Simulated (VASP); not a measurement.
# Ge (P6_3/mmc) in VASP: further runs, part 2 of 2

VASP 6.6.1. Earlier steps stand in the parts before.

**3. Electric field gradients, PBE (23.06 Å³/atom)**

This run uses another cell than the first one, of 23.06 Å³/atom.

The input, INCAR:

```
SYSTEM = Ge
  PREC = Accurate
  ENCUT = 520
  EDIFF = 1E-8
  ISMEAR = -1
  SIGMA = 0.05
  LREAL = .False.
  LASPH = .True.
  NELM = 60
  ALGO = Normal
  ISIF = 2
  LWAVE = .False.
  LCHARG = .False.
  GGA = PE
  LEFG = .True.
  NBANDS = 36
```

The input, KPOINTS:

```
regular mesh
0
Gamma
  11 11 6
  0 0 0
```

The input, POSCAR:

```
Ge
1.0
    4.0108669568      0.0000000000      0.0000000000
   -2.0054334784      3.4735126758      0.0000000000
    0.0000000000      0.0000000000      6.6213029548
Ge
4
Direct
    0.6666666667      0.3333333333      0.0629012500
    0.3333333333      0.6666666667      0.5629012500
    0.6666666667      0.3333333333      0.4370987500
    0.3333333333      0.6666666667      0.9370987500
```

Potentials or basis: VASP PAW PBE potentials, release 64 (Ge_d).

Started as:

```console
> cat potpaw_PBE.64/Ge_d/POTCAR > POTCAR
> mpirun -np 1 vasp_std > vasp.out
```

OUTCAR:

```text
SYSTEM = Ge
   PREC = Accurate
   ENCUT = 520
   EDIFF = 1E-8
   ISMEAR = -1
   LREAL = .False.
   LASPH = .True.
   NELM = 60
   ISIF = 2
   GGA = PE

 ion  position               nearest neighbor table
   1  0.667  0.333  0.063-   4 2.46   4 2.46   4 2.46   3 2.48
   2  0.333  0.667  0.563-   3 2.46   3 2.46   3 2.46   4 2.48
   3  0.667  0.333  0.437-   2 2.46   2 2.46   2 2.46   1 2.48
   4  0.333  0.667  0.937-   1 2.46   1 2.46   1 2.46   2 2.48

  LATTYP: Found a hexagonal cell.
 ALAT       =     4.0108669568
 C/A-ratio  =     1.6508408347

  Lattice vectors:

 A1 = (   4.0108669568,   0.0000000000,   0.0000000000)
 A2 = (  -2.0054334784,   3.4735126758,   0.0000000000)
 A3 = (   0.0000000000,   0.0000000000,   6.6213029548)

Analysis of symmetry for initial positions (statically):
=====================================================================
 Subroutine PRICEL returns:
 Original cell was already a primitive cell.

 Routine SETGRP: Setting up the symmetry group for a
 hexagonal supercell.

 Subroutine GETGRP returns: Found 24 space group operations
 (whereof 12 operations were pure point group operations)
 out of a pool of 24 trial point group operations.

The static configuration has the point symmetry D_3d.
 The point group associated with its full space group is D_6h.

Analysis of symmetry for dynamics (positions and initial velocities):
=====================================================================
 Subroutine PRICEL returns:
 Original cell was already a primitive cell.

 Routine SETGRP: Setting up the symmetry group for a
 hexagonal supercell.

 Subroutine GETGRP returns: Found 24 space group operations
 (whereof 12 operations were pure point group operations)
 out of a pool of 24 trial point group operations.

The dynamic configuration has the point symmetry D_3d.
 The point group associated with its full space group is D_6h.

 Subroutine INISYM returns: Found 24 space group operations
 (whereof 12 operations are pure point group operations),
 and found     1 'primitive' translations

----------------------------------------------------------------------------------------

                                     Primitive cell

  volume of cell :      92.2467

  direct lattice vectors                    reciprocal lattice vectors
     4.010866957  0.000000000  0.000000000     0.249322655  0.143946502  0.000000000
    -2.005433478  3.473512676  0.000000000     0.000000000  0.287893004  0.000000000
     0.000000000  0.000000000  6.621302955     0.000000000  0.000000000  0.151027676

  length of vectors
     4.010866957  4.010866957  6.621302955     0.287893004  0.287893004  0.151027676

  position of ions in fractional coordinates (direct lattice)
     0.666666667  0.333333333  0.062901250
     0.333333333  0.666666667  0.562901250
     0.666666667  0.333333333  0.437098750
     0.333333333  0.666666667  0.937098750

  ion indices of the primitive-cell ions
   primitive index   ion index
                 1           1
                 2           2
                 3           3
[... 88 lines left out ...]
   ISMEAR =    -1;   SIGMA  =   0.05  broadening in eV -4-tet -1-fermi 0-gaus
   EFERMI_NEDOS =   21; number of points for ismear=-14 and -15
   IALGO  =     38    algorithm
   IMIX   =      4    mixing-type and parameters
     AMIX     =   0.40;   BMIX     =  1.00
     AMIX_MAG =   1.60;   BMIX_MAG =  1.00
  volume/ion in A,a.u.               =      23.06       155.63
  Fermi-wavevector in a.u.,A,eV,Ry     =   1.386183  2.619506 26.143648  1.921504
  Thomas-Fermi vector in A             =   2.510523
   LORBIT       =      0    0 simple, 1 ext, 2 COOP (PROOUT), +10 PAW based schemes
   GGA     = PE    functional components
   LHFCALC =     F    Hartree Fock is set to
   AEXX    =    0.0000 exact exchange contribution
   IVDW    =     0    specifies the selected vdW correction
   LEPSILON=     F    determine dielectric tensor
   LRPA    =     F    only Hartree local field effects (RPA)
 non-spin polarized calculation
  energy-cutoff  :      520.00
  volume of cell :       92.25
 maximum number of plane-waves:      2539
 NGX is ok and might be reduce to    30
   NGX = 15   NGY = 15   NGZ = 25

 number of electron      56.0000044 magnetization

 Free energy of the ion-electron system (eV)
  ---------------------------------------------------
  ext. energy  EPLUGINS =         0.00000000
  ---------------------------------------------------
  free energy    TOTEN  =       -17.98119658 eV

  energy without entropy =      -17.98011610  energy(sigma->0) =      -17.98065634

 E-fermi :   4.8891     XC(G=0):  -9.8327

 val. band max:        4.8545139106   @ k =   0.0000   0.0000   0.1667
 cond. band min:       4.9818044157   @ k =   0.0000   0.0000   0.0000
 fundamental gap:      0.1272905051
 Fermi energy:         4.8891348391

 k-point     1 :       0.0000    0.0000    0.0000
  band No.  band energies     occupation
      1     -20.0134      2.00000
      2     -20.0134      2.00000
      3     -19.9763      2.00000
      4     -19.9763      2.00000
      5     -19.9763      2.00000
      6     -19.9636      2.00000
[... 925 lines left out ...]
     35      11.0367      0.00000
     36      11.6718      0.00000

 [... further k-points ...]

------------------------ aborting loop because EDIFF is reached ----------------------------------------

  FORCE on cell =-STRESS in cart. coord.  units (eV):
  Direction    XX          YY          ZZ          XY          YZ          ZX
  --------------------------------------------------------------------------------------
  -------------------------------------------------------------------------------------
  Total        1.2588646      1.2588646      1.2095084      0.0000000      0.0000000      0.0000000
  in kB       21.8644726     21.8644726     21.0072344      0.0000000      0.0000000      0.0000000
  external PRESSURE =      21.5787265 kB  Pullay stress =       0.0000000 kB

 VOLUME and BASIS-vectors are now :
 -----------------------------------------------------------------------------
  energy-cutoff  :      520.00
  volume of cell :       92.25
      direct lattice vectors                 reciprocal lattice vectors
     4.010866957  0.000000000  0.000000000     0.249322655  0.143946502  0.000000000
    -2.005433478  3.473512676  0.000000000     0.000000000  0.287893004  0.000000000
     0.000000000  0.000000000  6.621302955     0.000000000  0.000000000  0.151027676

 POSITION                                       TOTAL-FORCE (eV/Angst)
 -----------------------------------------------------------------------------------
      2.00543      1.15784      0.41649         0.000000      0.000000      0.005228
     -0.00000      2.31568      3.72714        -0.000000      0.000000      0.005228
      2.00543      1.15784      2.89416         0.000000      0.000000     -0.005228
     -0.00000      2.31568      6.20481        -0.000000     -0.000000     -0.005228
 -----------------------------------------------------------------------------------
    total drift:                                0.000000     -0.000000      0.000000

  FREE ENERGIE OF THE ION-ELECTRON SYSTEM (eV)
  ---------------------------------------------------
  free  energy   TOTEN  =       -17.9811965838 eV

  energy  without entropy=      -17.9801160991  energy(sigma->0) =      -17.98065634

 Electric field gradients (V/A^2)
---------------------------------------------------------------------
 ion       V_xx      V_yy      V_zz      V_xy      V_xz      V_yz
---------------------------------------------------------------------
   1      -3.806    -3.811     7.617    -0.004     0.000    -0.000
   2      -3.806    -3.811     7.617    -0.004    -0.000     0.000
   3      -3.806    -3.811     7.617    -0.004    -0.000     0.000
   4      -3.806    -3.811     7.617    -0.004     0.000    -0.000
---------------------------------------------------------------------

 Electric field gradients after diagonalization (V/A^2)
 (convention: |V_zz| > |V_xx| > |V_yy|)
----------------------------------------------------------------------
 ion       V_xx      V_yy      V_zz     asymmetry (V_yy - V_xx)/ V_zz
----------------------------------------------------------------------
   1      -3.813    -3.804     7.617       0.001
   2      -3.813    -3.804     7.617       0.001
   3      -3.813    -3.804     7.617       0.001
   4      -3.813    -3.804     7.617       0.001
----------------------------------------------------------------------

           NMR quadrupolar parameters

 Cq : quadrupolar parameter    Cq=e*Q*V_zz/h
 eta: asymmetry parameters     (V_yy - V_xx)/ V_zz
 Q  : nuclear electric quadrupole moment in mb (millibarn)
----------------------------------------------------------------------
 ion       Cq(MHz)       eta       Q (mb)
----------------------------------------------------------------------
   1       0.018       0.001       1.000
   2       0.018       0.001       1.000
   3       0.018       0.001       1.000
   4       0.018       0.001       1.000
----------------------------------------------------------------------
```

stdout:

```text
POSCAR found type information on POSCAR Ge
 POSCAR found :  1 types and       4 ions
 scaLAPACK will be used
 LDA part: xc-table for (Slater+PW92), standard interpolation
 POSCAR, INCAR and KPOINTS ok, starting setup
 FFT: planning ... GRIDC
 FFT: planning ... GRID_SOFT
 FFT: planning ... GRID
 WAVECAR not read
 entering main loop
ion   1

ion   2

ion   3

ion   4
```

Wall time 2.7 min (1 thread of Intel Xeon Platinum 8488C (Sapphire Rapids), shared host); peak memory 0.29 GiB.

Results:

| Property | Result |
| --- | --- |
| Free energy | -17.9812 eV |
| Pressure | 2.2 GPa |
| Largest force | 0.005 eV/Å |
| Largest electric field gradient by atom | Ge +7.6 V/Å² |

Forces in eV/Å, atoms in the order of the input:
```
Ge   0.000  0.000  0.005
Ge   0.000  0.000  0.005
Ge   0.000  0.000 -0.005
Ge   0.000  0.000 -0.005
```

Stress tensor (GPa, compression positive):
```
2.19 0.00 0.00
0.00 2.19 0.00
0.00 0.00 2.10
```

Electric field gradients, principal values (V/Å²):
| atom | least | middle | greatest (by size) |
| --- | --- | --- | --- |
| 1 Ge | -3.804 | -3.813 | 7.617 |
| 2 Ge | -3.804 | -3.813 | 7.617 |
| 3 Ge | -3.804 | -3.813 | 7.617 |
| 4 Ge | -3.804 | -3.813 | 7.617 |

Caveat: without QUAD_EFG the Cq values of the log hold for a quadrupole moment of 1 mb, not for the nuclei.

**4. Electric field gradients, PBE (23.75 Å³/atom)**

This run uses another cell than the first one, of 23.75 Å³/atom.

The input, INCAR:

```
SYSTEM = Ge
PREC = Accurate ; ENCUT = 520
EDIFF = 1E-8 ; ISMEAR = -1
SIGMA = 0.05 ; LREAL = .False.
LASPH = .True. ; NELM = 60
ALGO = Normal ; ISIF = 2
LWAVE = .False. ; LCHARG = .False.
GGA = PE ; LEFG = .True.
NBANDS = 36
```

The input, KPOINTS:

```
Automatic mesh
0
Gamma
  11 11 6
  0 0 0
```

The input, POSCAR:

```
Ge
1.0
    4.0501916896      0.0000000000      0.0000000000
   -2.0250958448      3.5075688934      0.0000000000
    0.0000000000      0.0000000000      6.6862218294
Ge
4
Direct
    0.6666666667      0.3333333333      0.0629012500
    0.3333333333      0.6666666667      0.5629012500
    0.6666666667      0.3333333333      0.4370987500
    0.3333333333      0.6666666667      0.9370987500
```

Potentials or basis: VASP PAW PBE potentials, release 64 (Ge_d).

Started as:

```console
> cat potpaw_PBE.64/Ge_d/POTCAR > POTCAR
> mpirun -np 1 vasp_std > vasp.out
```

OUTCAR:

```text
SYSTEM = Ge
   PREC = Accurate
   ENCUT = 520
   EDIFF = 1E-8
   ISMEAR = -1
   LREAL = .False.
   LASPH = .True.
   NELM = 60
   ISIF = 2
   GGA = PE

 ion  position               nearest neighbor table
   1  0.667  0.333  0.063-   4 2.49   4 2.49   4 2.49   3 2.50
   2  0.333  0.667  0.563-   3 2.49   3 2.49   3 2.49   4 2.50
   3  0.667  0.333  0.437-   2 2.49   2 2.49   2 2.49   1 2.50
   4  0.333  0.667  0.937-   1 2.49   1 2.49   1 2.49   2 2.50

  LATTYP: Found a hexagonal cell.
 ALAT       =     4.0501916896
 C/A-ratio  =     1.6508408347

  Lattice vectors:

 A1 = (   4.0501916896,   0.0000000000,   0.0000000000)
 A2 = (  -2.0250958448,   3.5075688934,   0.0000000000)
 A3 = (   0.0000000000,   0.0000000000,   6.6862218294)

Analysis of symmetry for initial positions (statically):
=====================================================================
 Subroutine PRICEL returns:
 Original cell was already a primitive cell.

 Routine SETGRP: Setting up the symmetry group for a
 hexagonal supercell.

 Subroutine GETGRP returns: Found 24 space group operations
[... 1137 lines left out ...]
      2.02510      1.16919      0.42057        -0.000000     -0.000000     -0.005237
     -0.00000      2.33838      3.76368         0.000000      0.000000     -0.005237
      2.02510      1.16919      2.92254        -0.000000     -0.000000      0.005237
     -0.00000      2.33838      6.26565         0.000000      0.000000      0.005237
 -----------------------------------------------------------------------------------
    total drift:                                0.000000     -0.000000      0.000000

  FREE ENERGIE OF THE ION-ELECTRON SYSTEM (eV)
  ---------------------------------------------------
  free  energy   TOTEN  =       -18.0020998877 eV

  energy  without entropy=      -18.0009783500  energy(sigma->0) =      -18.00153912

 Electric field gradients (V/A^2)
---------------------------------------------------------------------
 ion       V_xx      V_yy      V_zz      V_xy      V_xz      V_yz
---------------------------------------------------------------------
   1      -3.572    -3.579     7.150    -0.006     0.000    -0.000
   2      -3.572    -3.579     7.150    -0.006    -0.000     0.000
   3      -3.572    -3.579     7.150    -0.006    -0.000     0.000
   4      -3.572    -3.579     7.150    -0.006     0.000    -0.000
---------------------------------------------------------------------

 Electric field gradients after diagonalization (V/A^2)
 (convention: |V_zz| > |V_xx| > |V_yy|)
----------------------------------------------------------------------
 ion       V_xx      V_yy      V_zz     asymmetry (V_yy - V_xx)/ V_zz
----------------------------------------------------------------------
   1      -3.582    -3.568     7.150       0.002
   2      -3.582    -3.568     7.150       0.002
   3      -3.582    -3.568     7.150       0.002
   4      -3.582    -3.568     7.150       0.002
----------------------------------------------------------------------

           NMR quadrupolar parameters

 Cq : quadrupolar parameter    Cq=e*Q*V_zz/h
 eta: asymmetry parameters     (V_yy - V_xx)/ V_zz
 Q  : nuclear electric quadrupole moment in mb (millibarn)
----------------------------------------------------------------------
 ion       Cq(MHz)       eta       Q (mb)
----------------------------------------------------------------------
   1       0.017       0.002       1.000
   2       0.017       0.002       1.000
   3       0.017       0.002       1.000
   4       0.017       0.002       1.000
----------------------------------------------------------------------
```

OSZICAR:

```text
N       E                     dE             d eps       ncg     rms          rms(c)
DAV:   1     0.495022247552E+03    0.49502E+03   -0.28397E+04  5380   0.422E+03
DAV:   2     0.675845144209E+02   -0.42744E+03   -0.41681E+03  4608   0.808E+02
DAV:   3    -0.136679623318E+02   -0.81252E+02   -0.80331E+02  5140   0.206E+02
DAV:   4    -0.180622964586E+02   -0.43943E+01   -0.43800E+01  5344   0.559E+01
DAV:   5    -0.181518850893E+02   -0.89589E-01   -0.89568E-01  5120   0.891E+00    0.426E+00
DAV:   6    -0.180526402882E+02    0.99245E-01   -0.61149E-02  5208   0.203E+00    0.252E+00
DAV:   7    -0.179978137164E+02    0.54827E-01   -0.92086E-02  4972   0.218E+00    0.189E-01
DAV:   8    -0.180011760814E+02   -0.33624E-02   -0.12116E-02  5092   0.103E+00    0.861E-02
DAV:   9    -0.180020217292E+02   -0.84565E-03   -0.84004E-04  5096   0.128E-01    0.226E-02
DAV:  10    -0.180020881438E+02   -0.66415E-04   -0.96498E-05  5504   0.859E-02    0.766E-03
DAV:  11    -0.180020989841E+02   -0.10840E-04   -0.23551E-05  5228   0.249E-02    0.303E-03
DAV:  12    -0.180020997689E+02   -0.78476E-06   -0.15429E-06  5160   0.139E-02    0.749E-04
DAV:  13    -0.180020999018E+02   -0.13294E-06   -0.16553E-07  4784   0.244E-03    0.231E-04
DAV:  14    -0.180020998914E+02    0.10437E-07   -0.20847E-08  4328   0.872E-04    0.109E-04
DAV:  15    -0.180020998877E+02    0.36835E-08   -0.20389E-09  2896   0.497E-04
   1 F= -.18002100E+02 E0= -.18001539E+02  d E =-.112154E-02
```

stdout:

```text
POSCAR found type information on POSCAR Ge
 POSCAR found :  1 types and       4 ions
 scaLAPACK will be used
 LDA part: xc-table for (Slater+PW92), standard interpolation
 POSCAR, INCAR and KPOINTS ok, starting setup
 FFT: planning ... GRIDC
 FFT: planning ... GRID_SOFT
 FFT: planning ... GRID
 WAVECAR not read
 entering main loop
ion   1

ion   2

ion   3

ion   4
```

It took 2.9 min on 1 thread of Intel Xeon Platinum 8488C (Sapphire Rapids), shared host; peak memory 0.29 GiB.

Results:

| Property | Result |
| --- | --- |
| Free energy | -18.0021 eV |
| Pressure | 0.2 GPa |
| Largest force | 0.005 eV/Å |
| Band gap on the k mesh | zero (filled and empty bands touch) |
| Largest electric field gradient by atom | Ge +7.2 V/Å² |

Forces in eV/Å, atoms in the order of the input:
```
Ge   0.000  0.000 -0.005
Ge   0.000  0.000 -0.005
Ge   0.000  0.000  0.005
Ge   0.000  0.000  0.005
```

Levels at points of the mesh, in eV from the Fermi level:
```tsv
k point	band 26	band 27	band 28	band 29	band 30	band 31
(0.00, 0.00, 0.00)	-0.37	-0.18	-0.16	0.10	0.10	2.26
(0.00, 0.00, 0.50)	-0.82	-0.82	-0.82	0.56	0.56	3.33
```

Electric field gradients, principal values (V/Å²):
| atom | least | middle | greatest (by size) |
| --- | --- | --- | --- |
| 1 Ge | -3.568 | -3.582 | 7.150 |
| 2 Ge | -3.568 | -3.582 | 7.150 |
| 3 Ge | -3.568 | -3.582 | 7.150 |
| 4 Ge | -3.568 | -3.582 | 7.150 |

Caveat: semilocal functionals underestimate gaps, so a narrow gap can read as zero; without QUAD_EFG the Cq values of the log hold for a quadrupole moment of 1 mb, not for the nuclei.

**5. Overview**

```tsv
cell	gap on the mesh (eV)	pressure (GPa)	largest force (eV/Å)
a = 3.971, b = 3.971, c = 6.555 Å, angles 90.0, 90.0, 120.0°, 4 atoms	none	4.4	0.01
a = 4.011, b = 4.011, c = 6.621 Å, angles 90.0, 90.0, 120.0°, 4 atoms	-	2.2	0.01
a = 4.050, b = 4.050, c = 6.686 Å, angles 90.0, 90.0, 120.0°, 4 atoms	none	0.2	0.01
```

Alike in all rows: task electric field gradients; level PBE; potentials or basis VASP PAW PBE potentials, release 64 (Ge_d); no spin polarisation; k mesh 11 × 11 × 6; cutoff (eV) 520; smearing fermi-dirac 0.05 eV.

Caveats: semilocal functionals underestimate gaps, so a narrow gap can read as zero (at least some runs); the cell stands under pressure (at least some runs).

Total energies depend on the potentials used, so only differences within one code and one set of settings carry meaning.
